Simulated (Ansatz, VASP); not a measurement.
## Zr in VASP and in Ansatz

```
Zr
1.0
     3.22710    0.00000    0.00000
    -1.61355    2.79475    0.00000
     0.00000    0.00000   20.75586
Zr
8
Cartesian
  0.0000 0.0000 0.0148
  0.0000 1.8632 2.5906
  0.0000 0.0000 5.1998
  0.0000 1.8632 7.7834
  0.0000 0.0000 10.3671
  0.0000 1.8632 12.9763
  0.0000 0.0000 15.5521
  1.6135 0.9316 18.1614
```

Alike in both runs: functional PBE; k mesh 18 × 18 × 2; occupations gaussian, width 0.1 eV; no spin polarisation.

Ansatz relaxed the structure, and its values are those at the end. VASP's run is a single point on that final structure, the one shown.

|  | VASP | Ansatz |
| --- | --- | --- |
| version | VASP 6.6.1 | Ansatz 0.2.0 |
| potentials or method | VASP PAW PBE potentials, release 64 (Zr_sv), cutoff 520 eV | scalar-relativistic, plane waves, PAW |
| valence electrons in the cell | 96 | 96 |

```tsv
	VASP	Ansatz	Ansatz less VASP
gap on the k mesh at the Fermi level (eV)	none	none	-
pressure (GPa)	0.0	0.0	-0.01
```

A gap of «none» marks a metal or a gap that the smearing closes. With one functional, cell and mesh, what is left measures potentials, basis and numerics.
